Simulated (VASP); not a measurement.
# SrMg3 (Pm-3m) in VASP: relaxation of volume and atoms at fixed shape with LDA

Aim: the relaxation of volume and atoms at fixed shape of SrMg3 with LDA.

Everything below comes from runs of VASP 6.6.1. Logs are shortened: lines on timing, memory, paths and dates and some standing lists are left out, and cuts for length are marked.

### Step 1. The cell of the first run

Symmetry: Pm-3m, No. 221, cubic system. The conventional cell has a = 4.943 Å, b = 4.943 Å, c = 4.943 Å, α = 90.00°, β = 90.00°, γ = 90.00°. Sr (site symmetry m-3m) has 12 Mg at 3.49 Å within 4.6 Å. Mg (site symmetry 4/mmm) has 4 Sr at 3.49 Å and 8 Mg at 3.49 Å within 4.6 Å.

### Step 2. Relaxation of volume and atoms at fixed shape, LDA

The input, INCAR:

```
  ALGO = Normal
  EDIFF = 1E-7
  EDIFFG = -0.01
  ENCUT = 840
  GGA = CA
  GGA_COMPAT = F
  IBRION = 2
  ISIF = 8
  ISMEAR = 0
  LASPH = T
  LCHARG = F
  LREAL = F
  LWAVE = F
  NELM = 120
  NELMIN = 4
  NSW = 60
  PREC = Accurate
  SIGMA = 0.1
```

The input, KPOINTS:

```
k-points
0
Gamma
  5 5 5
```

The input, POSCAR:

```
SrMg3
1.0
    4.9425300000      0.0000000000      0.0000000000
    0.0000000000      4.9425300000      0.0000000000
    0.0000000000      0.0000000000      4.9425300000
Sr Mg
1 3
Direct
    0.0000000000      0.0000000000      0.0000000000
    0.5000000000      0.5000000000      0.0000000000
    0.5000000000      0.0000000000      0.5000000000
    0.0000000000      0.5000000000      0.5000000000
```

Potentials or basis: VASP PAW LDA potentials, release 64 (Sr_sv, Mg_sv).

Started as:

```bash
$ cat potpaw_LDA.64/Sr_sv/POTCAR potpaw_LDA.64/Mg_sv/POTCAR > POTCAR
$ mpirun -np 1 vasp_std > vasp.out
```

OUTCAR:

```text
EDIFF = 1E-7
   EDIFFG = -0.01
   ENCUT = 840
   GGA = CA
   IBRION = 2
   ISIF = 8
   ISMEAR = 0
   LASPH = T
   LREAL = F
   NELM = 120
   NELMIN = 4
   NSW = 60
   PREC = Accurate

 ion  position               nearest neighbor table
   1  0.000  0.000  0.000-   2 3.49   3 3.49   4 3.49   3 3.49   4 3.49   2 3.49   4 3.49   4 3.49
                             2 3.49   3 3.49   3 3.49   2 3.49
   2  0.500  0.500  0.000-   1 3.49   1 3.49   1 3.49   1 3.49
   3  0.500  0.000  0.500-   1 3.49   1 3.49   1 3.49   1 3.49
   4  0.000  0.500  0.500-   1 3.49   1 3.49   1 3.49   1 3.49

  LATTYP: Found a simple cubic cell.
 ALAT       =     4.9425300000

  Lattice vectors:

 A1 = (   4.9425300000,   0.0000000000,   0.0000000000)
 A2 = (   0.0000000000,   4.9425300000,   0.0000000000)
 A3 = (   0.0000000000,   0.0000000000,   4.9425300000)

Analysis of symmetry for initial positions (statically):
=====================================================================
 Subroutine PRICEL returns:
 Original cell was already a primitive cell.

 Routine SETGRP: Setting up the symmetry group for a
 simple cubic supercell.

 Subroutine GETGRP returns: Found 48 space group operations
 (whereof 48 operations were pure point group operations)
 out of a pool of 48 trial point group operations.

The static configuration has the point symmetry O_h .

Analysis of symmetry for dynamics (positions and initial velocities):
=====================================================================
 Subroutine PRICEL returns:
 Original cell was already a primitive cell.

 Routine SETGRP: Setting up the symmetry group for a
 simple cubic supercell.

 Subroutine GETGRP returns: Found 48 space group operations
 (whereof 48 operations were pure point group operations)
 out of a pool of 48 trial point group operations.

The dynamic configuration has the point symmetry O_h .

 Subroutine INISYM returns: Found 48 space group operations
 (whereof 48 operations are pure point group operations),
 and found     1 'primitive' translations

----------------------------------------------------------------------------------------

                                     Primitive cell

  volume of cell :     120.7391

  direct lattice vectors                    reciprocal lattice vectors
     4.942530000  0.000000000  0.000000000     0.202325530  0.000000000  0.000000000
     0.000000000  4.942530000  0.000000000     0.000000000  0.202325530  0.000000000
     0.000000000  0.000000000  4.942530000     0.000000000  0.000000000  0.202325530
[... 64 lines left out ...]
   PREC   = accura    normal or accurate (medium, high low for compatibility)
   ISTART =      0    job   : 0-new  1-cont  2-samecut
   ICHARG =      2    charge: 1-file 2-atom 10-const
   ISPIN  =      1    spin polarized calculation?
   LNONCOLLINEAR =      F non collinear calculations
   LSORBIT =      F    spin-orbit coupling
   LASPH  =      T    aspherical Exc in radial PAW
   ENCUT  =  840.0 eV  61.74 Ry    7.86 a.u.  11.68 11.68 11.68*2*pi/ulx,y,z
   NELM   =    120;   NELMIN=  4; NELMDL= -5     # of ELM steps
   EDIFF  = 0.1E-06   stopping-criterion for ELM
   LREAL  =      F    real-space projection
   EDIFFG = -.1E-01   stopping-criterion for IOM
   NSW    =     60    number of steps for IOM
   IBRION =      2    ionic relax: 0-MD 1-quasi-New 2-CG
   NFREE  =      1    steps in history (QN), initial steepest desc. (CG)
   ISIF   =      8    stress and relaxation
   ISYM   =      2    0-nonsym 1-usesym 2-fastsym
   POTIM  = 0.5000    time-step for ionic-motion
   TEBEG  =    0.0;   TEEND  =   0.0 temperature during run
   PSTRESS=    0.0 pullay stress
   NELECT =      40.0000    total number of electrons
   NUPDOWN=      -1.0000    fix difference up-down
   EMIN   =  10.00;   EMAX   =-10.00  energy-range for DOS
   EFERMI =   0.00;   METHOD = LEGACY
   ISMEAR =     0;   SIGMA  =   0.10  broadening in eV -4-tet -1-fermi 0-gaus
   EFERMI_NEDOS =   21; number of points for ismear=-14 and -15
   IALGO  =     38    algorithm
   IMIX   =      4    mixing-type and parameters
     AMIX     =   0.40;   BMIX     =  1.00
     AMIX_MAG =   1.60;   BMIX_MAG =  1.00
  volume/ion in A,a.u.               =      30.18       203.70
  Fermi-wavevector in a.u.,A,eV,Ry     =   1.132780  2.140644 17.458862  1.283190
  Thomas-Fermi vector in A             =   2.269482
   LORBIT       =      0    0 simple, 1 ext, 2 COOP (PROOUT), +10 PAW based schemes
   GGA     = CA    functional components
   LHFCALC =     F    Hartree Fock is set to
   AEXX    =    0.0000 exact exchange contribution
   IVDW    =     0    specifies the selected vdW correction
   LEPSILON=     F    determine dielectric tensor
   LRPA    =     F    only Hartree local field effects (RPA)
 conjugate gradient relaxation of ions
 non-spin polarized calculation
 Gauss-broadening in eV      SIGMA  =   0.10
  energy-cutoff  :      840.00
  volume of cell :      120.74
 maximum number of plane-waves:      6697
 NGX is ok and might be reduce to    48
   NGX = 23   NGY = 23   NGZ = 23

--------------------------------------- Ionic step        1  -------------------------------------------

 number of electron      40.0000039 magnetization

 Free energy of the ion-electron system (eV)
  ---------------------------------------------------
  ext. energy  EPLUGINS =         0.00000000
  ---------------------------------------------------
  free energy    TOTEN  =        -7.13501491 eV

  energy without entropy =       -7.10994065  energy(sigma->0) =       -7.12247778

------------------------ aborting loop because EDIFF is reached ----------------------------------------

  FORCE on cell =-STRESS in cart. coord.  units (eV):
  Direction    XX          YY          ZZ          XY          YZ          ZX
  --------------------------------------------------------------------------------------
  -------------------------------------------------------------------------------------
  Total       -1.4202716     -1.4202716     -1.4202716      0.0000000     -0.0000000      0.0000000
  in kB      -18.8466442    -18.8466442    -18.8466442      0.0000000     -0.0000000      0.0000000
  external PRESSURE =     -18.8466442 kB  Pullay stress =       0.0000000 kB
[... 63 lines left out ...]
--------------------------------------- Ionic step        3  -------------------------------------------

 number of electron      39.9999999 magnetization

 Free energy of the ion-electron system (eV)
  ---------------------------------------------------
  ext. energy  EPLUGINS =         0.00000000
  ---------------------------------------------------
  free energy    TOTEN  =        -7.18677711 eV

  energy without entropy =       -7.15862176  energy(sigma->0) =       -7.17269944

 E-fermi :   1.9953     XC(G=0):  -8.7210

 val. band max:        1.9341115950   @ k =   0.4000   0.4000   0.4000
 cond. band min:       2.0264991511   @ k =   0.4000   0.2000   0.0000
 fundamental gap:      0.0923875561
 Fermi energy:         1.9953337283

 k-point     1 :       0.0000    0.0000    0.0000
  band No.  band energies     occupation
      1     -73.1666      2.00000
      2     -73.1654      2.00000
      3     -73.1654      2.00000
      4     -40.6626      2.00000
      5     -40.6626      2.00000
      6     -40.6626      2.00000
[... 290 lines left out ...]
  FREE ENERGIE OF THE ION-ELECTRON SYSTEM (eV)
  ---------------------------------------------------
  free  energy   TOTEN  =        -7.1867771087 eV

  energy  without entropy=       -7.1586217625  energy(sigma->0) =       -7.17269944

 reached required accuracy - stopping structural energy minimisation
```

Run time: 1.8 min. Hardware: 1 thread of AMD EPYC 7R13 (Zen 3), shared host; peak memory 0.26 GiB.

Results:

```
Free energy                           : -7.1868 eV
Relaxed volume                        : 28.12 Å³/atom
Relaxed cell                          : a = 4.827 Å, b = 4.827 Å, c = 4.827 Å, α = 90.00°, β = 90.00°, γ = 90.00°
Space group after relaxing (to 0.1 Å) : Pm-3m (No. 221)
Energy gained by relaxing             : 12.9 meV/atom
Ionic steps                           : 3
Pressure after relaxing               : 0.0 GPa
Band gap on the k mesh                : zero (bands 20 and 21 overlap by 0.76 eV)
```

Step by step:
```tsv
step	energy change (eV)	largest force (eV/Å)	pressure (GPa)	volume (Å³)
1	0.0000	0.0000	-1.88	120.74
2	-0.0477	0.0000	-0.57	114.64
3	-0.0518	0.0000	-0.03	112.50
```

Final structure:
```
Sr Mg
1.0
     4.82742    0.00000    0.00000
     0.00000    4.82742    0.00000
     0.00000    0.00000    4.82742
Sr Mg
1 3
Direct
  0.00000 0.00000 0.00000
  0.50000 0.50000 0.00000
  0.50000 0.00000 0.50000
  0.00000 0.50000 0.50000
```

Levels at points of the mesh, in eV from the Fermi level:
| k point | band 17 | band 18 | band 19 | band 20 | band 21 | band 22 |
| --- | --- | --- | --- | --- | --- | --- |
| (0.00, 0.00, 0.00) | -5.75 | -0.63 | -0.63 | 0.52 | 0.52 | 0.52 |

The gap in the log of VASP goes by the Fermi energy; the results here count the filled bands.